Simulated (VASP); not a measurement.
# Ti in VASP: single point with PBE

Aim: the single point of Ti with PBE.

All numbers are computed with VASP 6.6.1; they aren't measurements. Logs are shortened: lines on timing, memory, paths and dates and some standing lists are left out, and cuts for length are marked.

## Step 1: The cell of the first run

The cell holds a cluster in a box, 1 atom: a = 9.000 Å, b = 9.350 Å, c = 9.700 Å, α = 90.00°, β = 90.00°, γ = 90.00°.

## Step 2: Single point, PBE, collinear spin, ferromagnetic start

INCAR reads:

```
PREC = Accurate ; ENCUT = 400
EDIFF = 1E-6 ; ISMEAR = -1
SIGMA = 0.05 ; LREAL = False
LASPH = True ; NELM = 200
ALGO = Normal ; ISIF = 2
LWAVE = False ; LCHARG = True
ISPIN = 2 ; MAGMOM = 2
LORBIT = 11 ; LMAXMIX = 4
GGA = PE ; LELF = True
LVHAR = True ; NBANDS = 16
GGA_COMPAT = False
```

KPOINTS reads:

```
regular mesh
0
Gamma
  1 1 1
```

POSCAR reads:

```
Ti
1.0
    9.0000000000      0.0000000000      0.0000000000
    0.0000000000      9.3500000000      0.0000000000
    0.0000000000      0.0000000000      9.7000000000
Ti
1
Direct
    0.5000000000      0.5000000000      0.5000000000
```

Potentials or basis: VASP PAW PBE potentials, release 64 (Ti_sv).

Command:

```
$ cat potpaw_PBE.64/Ti_sv/POTCAR > POTCAR
$ mpirun -np 1 vasp_gam > vasp.out
```

OUTCAR:

```text
PREC = Accurate
   ENCUT = 400
   EDIFF = 1E-6
   ISMEAR = -1
   LREAL = False
   LASPH = True
   NELM = 200
   ISIF = 2
   ISPIN = 2
   LORBIT = 11
   GGA = PE

 ion  position               nearest neighbor table
   1  0.500  0.500  0.500-

  LATTYP: Found a simple orthorhombic cell.
 ALAT       =     9.0000000000
 B/A-ratio  =     1.0388888889
 C/A-ratio  =     1.0777777778

  Lattice vectors:

 A1 = (   9.0000000000,   0.0000000000,   0.0000000000)
 A2 = (   0.0000000000,   9.3500000000,   0.0000000000)
 A3 = (   0.0000000000,   0.0000000000,   9.7000000000)

Analysis of symmetry for initial positions (statically):
=====================================================================
 Subroutine PRICEL returns:
 Original cell was already a primitive cell.

 Routine SETGRP: Setting up the symmetry group for a
 simple orthorhombic supercell.

 Subroutine GETGRP returns: Found  8 space group operations
 (whereof  8 operations were pure point group operations)
 out of a pool of  8 trial point group operations.

The static configuration has the point symmetry D_2h.

Analysis of symmetry for dynamics (positions and initial velocities):
=====================================================================
 Subroutine PRICEL returns:
 Original cell was already a primitive cell.

 Routine SETGRP: Setting up the symmetry group for a
 simple orthorhombic supercell.

 Subroutine GETGRP returns: Found  8 space group operations
 (whereof  8 operations were pure point group operations)
 out of a pool of  8 trial point group operations.

The dynamic configuration has the point symmetry D_2h.

Analysis of structural, dynamic, and magnetic symmetry:
=====================================================================
 Subroutine PRICEL returns:
 Original cell was already a primitive cell.

 Routine SETGRP: Setting up the symmetry group for a
 simple orthorhombic supercell.

 Subroutine GETGRP returns: Found  8 space group operations
 (whereof  8 operations were pure point group operations)
 out of a pool of  8 trial point group operations.

The overall configuration has the point symmetry D_2h.

 Subroutine INISYM returns: Found  8 space group operations
 (whereof  8 operations are pure point group operations),
 and found     1 'primitive' translations

----------------------------------------------------------------------------------------

                                     Primitive cell

  volume of cell :     816.2550

[... 75 lines left out ...]
   EMIN   =  10.00;   EMAX   =-10.00  energy-range for DOS
   EFERMI =   0.00;   METHOD = LEGACY
   ISMEAR =    -1;   SIGMA  =   0.05  broadening in eV -4-tet -1-fermi 0-gaus
   EFERMI_NEDOS =   21; number of points for ismear=-14 and -15
   IALGO  =     38    algorithm
   IMIX   =      4    mixing-type and parameters
     AMIX     =   0.40;   BMIX     =  1.00
     AMIX_MAG =   1.60;   BMIX_MAG =  1.00
  volume/ion in A,a.u.               =     816.25      5508.36
  Fermi-wavevector in a.u.,A,eV,Ry     =   0.401045  0.757865  2.188323  0.160837
  Thomas-Fermi vector in A             =   1.350363
   LORBIT       =     11    0 simple, 1 ext, 2 COOP (PROOUT), +10 PAW based schemes
   GGA     = PE    functional components
   LHFCALC =     F    Hartree Fock is set to
   AEXX    =    0.0000 exact exchange contribution
   IVDW    =     0    specifies the selected vdW correction
   LEPSILON=     F    determine dielectric tensor
   LRPA    =     F    only Hartree local field effects (RPA)
 spin polarized calculation
  energy-cutoff  :      400.00
  volume of cell :      816.25
 maximum number of plane-waves:      7433
 NGX is ok and might be reduce to    60
   NGX = 29   NGY = 31   NGZ = 31

 number of electron      11.9999991 magnetization       3.9652530

 Free energy of the ion-electron system (eV)
  ---------------------------------------------------
  ext. energy  EPLUGINS =         0.00000000
  ---------------------------------------------------
  free energy    TOTEN  =        -2.27824460 eV

  energy without entropy =       -2.10530716  energy(sigma->0) =       -2.19177588

 E-fermi :  -2.1588     XC(G=0):  -1.2018

 val. band max:       -2.1767965904   @ k =   0.0000   0.0000   0.0000
 cond. band min:      -1.9567208870   @ k =   0.0000   0.0000   0.0000
 fundamental gap:      0.2200757034
 Fermi energy:        -2.1588269556

 spin component 1

 k-point     1 :       0.0000    0.0000    0.0000
  band No.  band energies     occupation
      1     -59.5088      1.00000
      2     -35.9151      1.00000
      3     -35.9149      1.00000
      4     -35.9147      1.00000
      5      -3.8766      1.00000
      6      -2.1796      0.60252
[... 8 lines left out ...]
     15       0.7483      0.00000
     16       0.8501      0.00000
 Fermi energy:        -2.1588269556

 spin component 2

 k-point     1 :       0.0000    0.0000    0.0000
  band No.  band energies     occupation
      1     -57.2829      1.00000
      2     -33.6707      1.00000
      3     -33.6701      1.00000
      4     -33.6696      1.00000
      5      -1.9567      0.01726
      6       0.0102      0.00000
[... 8 lines left out ...]
     15       1.5707      0.00000
     16       1.6985      0.00000

------------------------ aborting loop because EDIFF is reached ----------------------------------------

  FORCE on cell =-STRESS in cart. coord.  units (eV):
  Direction    XX          YY          ZZ          XY          YZ          ZX
  --------------------------------------------------------------------------------------
  -------------------------------------------------------------------------------------
  Total       -0.1582696     -0.1340148     -0.1154232      0.0000000      0.0000000      0.0000000
  in kB       -0.3106578     -0.2630494     -0.2265572      0.0000000      0.0000000      0.0000000
  external PRESSURE =      -0.2667548 kB  Pullay stress =       0.0000000 kB

 VOLUME and BASIS-vectors are now :
 -----------------------------------------------------------------------------
  energy-cutoff  :      400.00
  volume of cell :      816.25
      direct lattice vectors                 reciprocal lattice vectors
     9.000000000  0.000000000  0.000000000     0.111111111  0.000000000  0.000000000
     0.000000000  9.350000000  0.000000000     0.000000000  0.106951872  0.000000000
     0.000000000  0.000000000  9.700000000     0.000000000  0.000000000  0.103092784

 POSITION                                       TOTAL-FORCE (eV/Angst)
 -----------------------------------------------------------------------------------
      4.50000      4.67500      4.85000         0.000000      0.000000      0.000000
 -----------------------------------------------------------------------------------
    total drift:                                0.000000      0.000000      0.000000

  FREE ENERGIE OF THE ION-ELECTRON SYSTEM (eV)
  ---------------------------------------------------
  free  energy   TOTEN  =        -2.2782445953 eV

  energy  without entropy=       -2.1053071625  energy(sigma->0) =       -2.19177588

 total charge

# of ion       s       p       d       tot
------------------------------------------
    1        2.160   5.912   2.213  10.285

 magnetization (x)

# of ion       s       p       d       tot
------------------------------------------
    1        0.164   0.001   2.213   2.378
```

stdout:

```text
POSCAR found type information on POSCAR Ti
 POSCAR found :  1 types and       1 ions
 scaLAPACK will be used
 LDA part: xc-table for (Slater+PW92), standard interpolation
 POSCAR, INCAR and KPOINTS ok, starting setup
 FFT: planning ... GRIDC
 FFT: planning ... GRID_SOFT
 FFT: planning ... GRID
 WAVECAR not read
 entering main loop
```

It took 3.1 min on 1 thread of Intel Xeon 6975P-C (Granite Rapids), shared host; peak memory 0.69 GiB.

Results:

```
Free energy                                           : -2.2782 eV
Gap between the frontier levels                       : 0.00 eV
Net moment                                            : 3.97 μB per cell
Site moments                                          : Ti +2.38 μB
Valence electrons inside the program's atomic spheres : Ti 10.29
```
